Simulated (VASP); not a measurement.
Input of a VASP 6.6.1 run:

The input INCAR:

```
SYSTEM = C
PREC = Accurate ; ENCUT = 520
EDIFF = 1E-6 ; ISMEAR = 0
SIGMA = 0.15 ; LREAL = .False.
LASPH = .True. ; NELM = 60
ALGO = Normal ; ISIF = 2
LWAVE = .False. ; LCHARG = .False.
GGA = PS ; IVDW = 12
NBANDS = 16
```

The input KPOINTS:

```
regular mesh
0
Gamma
  21 21 8
  0 0 0
```

POSCAR

```
C
1.0
    2.5379869948      0.0000000000      0.0000000000
   -1.2689934974      2.1979612119      0.0000000000
    0.0000000000      0.0000000000      6.3200952144
C
4
Direct
    0.0000000000      0.0000000000      0.0025000000
    0.0000000000      0.0000000000      0.5025000000
    0.3333333333      0.6666666667      0.0025000000
    0.6666666667      0.3333333333      0.5025000000
```

Potentials or basis: VASP PAW PBE potentials, release 64 (C).

Command:

```console
$ cat potpaw_PBE.64/C/POTCAR > POTCAR
$ mpirun -np 1 vasp_std > vasp.out
```

Problem. Estimate the band gap on the k mesh.

Solution. Zero (bands 8 and 9 overlap by 0.06 eV).

Problem. Predict the dispersion energy per atom.

Solution. -0.114 eV.

Problem. Estimate the pressure.

Solution. -24.5 GPa.

Stress tensor (GPa, compression positive):
```
-37.64   0.00   0.00
  0.00 -37.64   0.00
  0.00   0.00   1.88
```

Caveat: the cell stands under tension; the PAW data sets were made with another functional, which shifts forces and pressure a little.
